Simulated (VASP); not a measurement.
# C (P1) in VASP: single point with PBE

Aim: the single point of C with PBE.

The COD entry that gives the cell may itself be a prediction, so a difference from it is no test against experiment.

Everything below comes from runs of VASP 6.6.1. Logs are shortened: lines on timing, memory, paths and dates and some standing lists are left out, and cuts for length are marked.

**1. The cell of the first run**

The typed cell holds 8 atoms: a = 2.518 Å, b = 2.518 Å, c = 8.305 Å, α = 90.00°, β = 90.00°, γ = 120.00°.

**2. Single point, PBE (atom 1 (C) moved +0.188 Å towards its neighbour atom 1 (C) at 2.518 Å)**

INCAR reads:

```
SYSTEM = C
PREC     = Accurate       ! precision mode
ENCUT    = 520            ! plane-wave cutoff, eV
EDIFF    = 1E-7           ! SCF threshold, eV
ISMEAR   = 0              ! smearing method
SIGMA    = 0.05           ! smearing width, eV
LREAL    = .False.        ! projectors in reciprocal space
LASPH    = .True.         ! aspherical terms in the spheres
NELM     = 80             ! most SCF steps
ALGO     = Normal         ! electronic algorithm
ISIF     = 2              ! what is computed and relaxed
LWAVE    = .False.        ! write WAVECAR
LCHARG   = .False.        ! write CHGCAR
GGA      = PE             ! functional
NBANDS   = 26             ! bands
```

KPOINTS reads:

```
regular mesh
0
Gamma
  12 12 4
  0 0 0
```

POSCAR reads:

```
C
1.0
    2.5180184915      0.0000000000      0.0000000000
   -1.2590092457      2.1806679808      0.0000000000
    0.0000000000      0.0000000000      8.3045881819
C
8
Direct
   -0.0744633134     -0.0744633134      0.0929681641
    0.0000000000      0.0000000000      0.5929681641
    0.0000000000      0.0000000000      0.4070318359
    0.0000000000      0.0000000000      0.9070318359
    0.3333333333      0.6666666667      0.1555285626
    0.6666666667      0.3333333333      0.6555285626
    0.3333333333      0.6666666667      0.3444714374
    0.6666666667      0.3333333333      0.8444714374
```

Potentials or basis: VASP PAW PBE potentials, release 64 (C).

Started as:

```
cat potpaw_PBE.64/C/POTCAR > POTCAR
mpirun -np 1 vasp_std > vasp.out
```

OUTCAR:

```text
SYSTEM = C
   PREC = Accurate
   ENCUT = 520
   EDIFF = 1E-7
   ISMEAR = 0
   LREAL = .False.
   LASPH = .True.
   NELM = 80
   ISIF = 2
   GGA = PE

 ion  position               nearest neighbor table
   1  0.926  0.926  0.093-   5 1.40   5 1.56   4 1.56   5 1.70
   2  0.000  0.000  0.593-   6 1.54   6 1.54   6 1.54   3 1.54
   3  0.000  0.000  0.407-   7 1.54   7 1.54   7 1.54   2 1.54
   4  0.000  0.000  0.907-   8 1.54   8 1.54   8 1.54   1 1.56
   5  0.333  0.667  0.156-   1 1.40   1 1.56   7 1.57   1 1.70
   6  0.667  0.333  0.656-   2 1.54   2 1.54   2 1.54   8 1.57
   7  0.333  0.667  0.344-   3 1.54   3 1.54   3 1.54   5 1.57
   8  0.667  0.333  0.844-   4 1.54   4 1.54   4 1.54   6 1.57

  LATTYP: Found a hexagonal cell.
 ALAT       =     2.5180184915
 C/A-ratio  =     3.2980648116

  Lattice vectors:

 A1 = (   2.5180184915,   0.0000000000,   0.0000000000)
 A2 = (  -1.2590092457,   2.1806679808,   0.0000000000)
 A3 = (   0.0000000000,   0.0000000000,   8.3045881819)

Analysis of symmetry for initial positions (statically):
=====================================================================
 Subroutine PRICEL returns:
 Original cell was already a primitive cell.

 Routine SETGRP: Setting up the symmetry group for a
 hexagonal supercell.

 Subroutine GETGRP returns: Found  1 space group operations
 (whereof  1 operations were pure point group operations)
 out of a pool of 24 trial point group operations.

The static configuration has the point symmetry C_1 .

Analysis of symmetry for dynamics (positions and initial velocities):
=====================================================================
 Subroutine PRICEL returns:
 Original cell was already a primitive cell.

 Routine SETGRP: Setting up the symmetry group for a
 hexagonal supercell.

 Subroutine GETGRP returns: Found  1 space group operations
 (whereof  1 operations were pure point group operations)
 out of a pool of 24 trial point group operations.

The dynamic configuration has the point symmetry C_1 .

 Subroutine INISYM returns: Found  1 space group operations
 (whereof  1 operations are pure point group operations),
 and found     1 'primitive' translations

----------------------------------------------------------------------------------------

                                     Primitive cell

  volume of cell :      45.6002

  direct lattice vectors                    reciprocal lattice vectors
     2.518018491  0.000000000  0.000000000     0.397137671  0.229287541  0.000000000
    -1.259009246  2.180667981  0.000000000     0.000000000  0.458575083  0.000000000
     0.000000000  0.000000000  8.304588182     0.000000000  0.000000000  0.120415363

  length of vectors
     2.518018491  2.518018491  8.304588182     0.458575083  0.458575083  0.120415363

  position of ions in fractional coordinates (direct lattice)
     0.925536687  0.925536687  0.092968164
     0.000000000  0.000000000  0.592968164
     0.000000000  0.000000000  0.407031836
     0.000000000  0.000000000  0.907031836
     0.333333333  0.666666667  0.155528563
     0.666666667  0.333333333  0.655528563
     0.333333333  0.666666667  0.344471437
     0.666666667  0.333333333  0.844471437

  ion indices of the primitive-cell ions
   primitive index   ion index
                 1           1
                 2           2
                 3           3
                 4           4
                 5           5
                 6           6
                 7           7
                 8           8

----------------------------------------------------------------------------------------

 KPOINTS: regular mesh

Automatic generation of k-mesh.
 Grid dimensions read from file:
 generate k-points for:   12   12    4

 Generating k-lattice:

  Cartesian coordinates                     Fractional coordinates (reciprocal lattice)
     0.033094806  0.019107295  0.000000000     0.083333333  0.000000000  0.000000000
     0.000000000  0.038214590  0.000000000     0.000000000  0.083333333  0.000000000
     0.000000000  0.000000000  0.030103841     0.000000000  0.000000000  0.250000000

  Length of vectors
     0.038214590  0.038214590  0.030103841

  Shift w.r.t. Gamma in fractional coordinates (k-lattice)
     0.000000000  0.000000000  0.000000000

 Subroutine IBZKPT returns following result:
 ===========================================

 Found    292 irreducible k-points:

 Following reciprocal coordinates:
            Coordinates               Weight
  0.000000  0.000000  0.000000      1.000000
  0.083333 -0.000000  0.000000      2.000000
  0.000000  0.083333  0.000000      2.000000
 -0.083333  0.083333  0.000000      2.000000
  0.166667  0.000000  0.000000      2.000000
  0.000000  0.166667  0.000000      2.000000
[... 16 lines left out ...]
  0.166667  0.083333  0.000000      2.000000
 -0.083333  0.250000  0.000000      2.000000
 [... further k-points ...]
   k-points           NKPTS =    292   k-points in BZ     NKDIM =    292   number of bands    NBANDS=     26
   number of dos      NEDOS =    301   number of ions     NIONS =      8
   total plane-waves  NPLWV =  25600
   dimension x,y,z NGX =    20 NGY =   20 NGZ =   64
   dimension x,y,z NGXF=    40 NGYF=   40 NGZF=  128
   ions per type =               8
   NGX,Y,Z   is equivalent  to a cutoff of  13.20, 13.20, 12.81 a.u.
   NGXF,Y,Z  is equivalent  to a cutoff of  26.41, 26.41, 25.62 a.u.
 SYSTEM =  C
   PREC   = accura    normal or accurate (medium, high low for compatibility)
   ISTART =      0    job   : 0-new  1-cont  2-samecut
   ICHARG =      2    charge: 1-file 2-atom 10-const
   ISPIN  =      1    spin polarized calculation?
   LNONCOLLINEAR =      F non collinear calculations
   LSORBIT =      F    spin-orbit coupling
   LASPH  =      T    aspherical Exc in radial PAW
   ENCUT  =  520.0 eV  38.22 Ry    6.18 a.u.   4.68  4.68 15.44*2*pi/ulx,y,z
   NELM   =     80;   NELMIN=  2; NELMDL= -5     # of ELM steps
   EDIFF  = 0.1E-06   stopping-criterion for ELM
   LREAL  =      F    real-space projection
   EDIFFG = 0.1E-05   stopping-criterion for IOM
   NSW    =      0    number of steps for IOM
   IBRION =     -1    ionic relax: 0-MD 1-quasi-New 2-CG
   NFREE  =      0    steps in history (QN), initial steepest desc. (CG)
   ISIF   =      2    stress and relaxation
   ISYM   =      2    0-nonsym 1-usesym 2-fastsym
   POTIM  = 0.5000    time-step for ionic-motion
   TEBEG  =    0.0;   TEEND  =   0.0 temperature during run
   PSTRESS=    0.0 pullay stress
   NELECT =      32.0000    total number of electrons
   NUPDOWN=      -1.0000    fix difference up-down
   EMIN   =  10.00;   EMAX   =-10.00  energy-range for DOS
   EFERMI =   0.00;   METHOD = LEGACY
   ISMEAR =     0;   SIGMA  =   0.05  broadening in eV -4-tet -1-fermi 0-gaus
   EFERMI_NEDOS =   21; number of points for ismear=-14 and -15
   IALGO  =     38    algorithm
   IMIX   =      4    mixing-type and parameters
     AMIX     =   0.40;   BMIX     =  1.00
     AMIX_MAG =   1.60;   BMIX_MAG =  1.00
  volume/ion in A,a.u.               =       5.70        38.47
  Fermi-wavevector in a.u.,A,eV,Ry     =   1.454798  2.749169 28.795869  2.116437
  Thomas-Fermi vector in A             =   2.571907
   LORBIT       =      0    0 simple, 1 ext, 2 COOP (PROOUT), +10 PAW based schemes
   GGA     = PE    functional components
   LHFCALC =     F    Hartree Fock is set to
   AEXX    =    0.0000 exact exchange contribution
   IVDW    =     0    specifies the selected vdW correction
   LEPSILON=     F    determine dielectric tensor
   LRPA    =     F    only Hartree local field effects (RPA)
 non-spin polarized calculation
 Gauss-broadening in eV      SIGMA  =   0.05
  energy-cutoff  :      520.00
  volume of cell :       45.60
 maximum number of plane-waves:      1243
   NGX =  9   NGY =  9   NGZ = 31

 number of electron      31.9999995 magnetization

 Free energy of the ion-electron system (eV)
  ---------------------------------------------------
  ext. energy  EPLUGINS =         0.00000000
  ---------------------------------------------------
  free energy    TOTEN  =       -72.01251294 eV

  energy without entropy =      -72.01251294  energy(sigma->0) =      -72.01251294

 E-fermi :  11.3792     XC(G=0): -13.2257

 val. band max:       11.0815340447   @ k =   0.0000   0.0000   0.0000
 cond. band min:      13.6649874853   @ k =   0.5000   0.5000   0.0000
 fundamental gap:      2.5834534407
 Fermi energy:        11.3792109370

 k-point     1 :       0.0000    0.0000    0.0000
  band No.  band energies     occupation
      1     -11.7862      2.00000
      2     -10.1500      2.00000
      3     -10.0507      2.00000
      4      -6.1707      2.00000
      5      -3.6709      2.00000
      6       2.9020      2.00000
[... 18 lines left out ...]
     25      18.0661      0.00000
     26      18.2099      0.00000

 k-point     2 :       0.0833   -0.0000    0.0000
  band No.  band energies     occupation
      1     -11.6154      2.00000
      2      -9.9821      2.00000
      3      -9.8830      2.00000
      4      -6.0193      2.00000
      5      -3.5120      2.00000
      6       2.9589      2.00000
[... 18 lines left out ...]
     25      18.4378      0.00000
     26      18.7922      0.00000

 k-point     3 :       0.0000    0.0833    0.0000
  band No.  band energies     occupation
      1     -11.6152      2.00000
      2      -9.9816      2.00000
      3      -9.8834      2.00000
      4      -6.0187      2.00000
      5      -3.5140      2.00000
      6       2.9797      2.00000
[... 18 lines left out ...]
     25      18.4283      0.00000
     26      18.6899      0.00000

 k-point     4 :      -0.0833    0.0833    0.0000
  band No.  band energies     occupation
      1     -11.6153      2.00000
      2      -9.9818      2.00000
      3      -9.8832      2.00000
      4      -6.0191      2.00000
      5      -3.5130      2.00000
      6       2.9802      2.00000
[... 18 lines left out ...]
     25      18.6677      0.00000
     26      18.7400      0.00000

 k-point     5 :       0.1667    0.0000    0.0000
  band No.  band energies     occupation
      1     -11.1049      2.00000
      2      -9.4804      2.00000
      3      -9.3823      2.00000
      4      -5.5670      2.00000
      5      -3.0466      2.00000
      6       2.9107      2.00000
[... 18 lines left out ...]
     25      19.3714      0.00000
     26      20.1927      0.00000

 k-point     6 :       0.0000    0.1667    0.0000
  band No.  band energies     occupation
      1     -11.1045      2.00000
      2      -9.4787      2.00000
      3      -9.3845      2.00000
      4      -5.5654      2.00000
      5      -3.0561      2.00000
      6       3.1179      2.00000
[... 427 lines left out ...]
 k-point    21 :      -0.0833    0.1667    0.0000
  band No.  band energies     occupation
      1     -11.2744      2.00000
      2      -9.6459      2.00000
      3      -9.5503      2.00000
      4      -5.7161      2.00000
      5      -3.2060      2.00000
      6       3.1251      2.00000
[... 18 lines left out ...]
     25      19.0659      0.00000
     26      19.6213      0.00000

 k-point    22 :      -0.1667    0.0833    0.0000
  band No.  band energies     occupation
      1     -11.2748      2.00000
      2      -9.6473      2.00000
      3      -9.5488      2.00000
      4      -5.7175      2.00000
      5      -3.1995      2.00000
      6       3.0317      2.00000
[... 18 lines left out ...]
     25      18.9540      0.00000
     26      19.8794      0.00000

 k-point    23 :       0.1667    0.0833    0.0000
  band No.  band energies     occupation
      1     -10.5973      2.00000
      2      -8.9816      2.00000
      3      -8.8866      2.00000
      4      -5.1180      2.00000
      5      -2.6100      2.00000
      6       2.3246      2.00000
[... 18 lines left out ...]
     25      19.8397      0.00000
     26      20.5929      0.00000

 k-point    24 :      -0.0833    0.2500    0.0000
  band No.  band energies     occupation
      1     -10.5974      2.00000
      2      -8.9800      2.00000
      3      -8.8904      2.00000
      4      -5.1171      2.00000
      5      -2.6243      2.00000
      6       2.8468      2.00000
[... 18 lines left out ...]
     25      20.0383      0.00000
     26      20.3565      0.00000

 [... further k-points ...]

------------------------ aborting loop because EDIFF is reached ----------------------------------------

  FORCE on cell =-STRESS in cart. coord.  units (eV):
  Direction    XX          YY          ZZ          XY          YZ          ZX
  --------------------------------------------------------------------------------------
  -------------------------------------------------------------------------------------
  Total        1.6375311      1.0091401      0.6593549      0.6257562     -0.1077993     -0.8332733
  in kB       57.5351940     35.4564702     23.1666493     21.9861483     -3.7875645    -29.2773326
  external PRESSURE =      38.7194378 kB  Pullay stress =       0.0000000 kB

 VOLUME and BASIS-vectors are now :
 -----------------------------------------------------------------------------
  energy-cutoff  :      520.00
  volume of cell :       45.60
      direct lattice vectors                 reciprocal lattice vectors
     2.518018491  0.000000000  0.000000000     0.397137671  0.229287541  0.000000000
    -1.259009246  2.180667981  0.000000000     0.000000000  0.458575083  0.000000000
     0.000000000  0.000000000  8.304588182     0.000000000  0.000000000  0.120415363

 POSITION                                       TOTAL-FORCE (eV/Angst)
 -----------------------------------------------------------------------------------
      1.16526      2.01829      0.77206         4.814206      5.257422     -1.184340
      0.00000      0.00000      4.92436         0.002452     -0.000871      0.002439
      0.00000      0.00000      3.38023        -0.006519     -0.010616     -0.018612
      0.00000      0.00000      7.53253        -0.640523     -0.943596      0.091169
     -0.00000      1.45378      1.29160        -4.119724     -4.094479      1.169555
      1.25901      0.72689      5.44389        -0.063675     -0.111480     -0.013236
     -0.00000      1.45378      2.86069         0.023272     -0.011393     -0.023657
      1.25901      0.72689      7.01299        -0.009488     -0.084987     -0.023318
 -----------------------------------------------------------------------------------
    total drift:                                0.000020      0.000026      0.000001

  FREE ENERGIE OF THE ION-ELECTRON SYSTEM (eV)
  ---------------------------------------------------
  free  energy   TOTEN  =       -72.0125129438 eV

  energy  without entropy=      -72.0125129438  energy(sigma->0) =      -72.01251294
```

It took 4.5 min on 1 thread of Intel Xeon 6975P-C, shared host; peak memory 0.33 GiB.

What came out:

```yaml
Free_energy: -72.0125 eV
Pressure: 3.9 GPa
Largest_force: 7.226 eV/Å
Band_gap_on_the_k_mesh: 2.58 eV, indirect (least direct gap 2.73 eV)
```

Forces on the atoms (eV/Å):
```
C    4.814  5.257 -1.184
C    0.002 -0.001  0.002
C   -0.007 -0.011 -0.019
C   -0.641 -0.944  0.091
C   -4.120 -4.094  1.170
C   -0.064 -0.111 -0.013
C    0.023 -0.011 -0.024
C   -0.009 -0.085 -0.023
```

Levels at points of the mesh, in eV from the valence-band top:
```csv
k point,band 14,band 15,band 16,band 17,band 18,band 19
"(0.00, 0.00, 0.00)",-1.76,-1.37,0.00,2.73,3.95,4.36
"(0.50, 0.00, 0.00)",-5.75,-5.05,-3.97,3.34,4.03,4.60
"(0.00, 0.50, 0.00)",-5.77,-4.92,-4.33,2.92,4.16,4.32
"(0.50, 0.50, 0.00)",-5.64,-4.99,-3.83,2.58,4.02,4.24
"(0.00, 0.00, 0.50)",-1.98,-1.93,-0.28,2.93,4.67,4.80
"(0.50, 0.00, 0.50)",-5.79,-4.95,-4.47,3.61,3.72,4.98
"(0.00, 0.50, 0.50)",-5.85,-5.08,-4.94,3.05,3.63,5.29
"(0.50, 0.50, 0.50)",-6.02,-4.94,-4.32,2.65,3.63,5.42
```

Caveat: the cell differs from its parent crystal (atom 1 (C) moved +0.188 Å towards its neighbour atom 1 (C) at 2.518 Å); forces of over 1 eV/Å act on the atoms, so gaps and moduli don't describe the material at rest. A k mesh can miss the band edges.
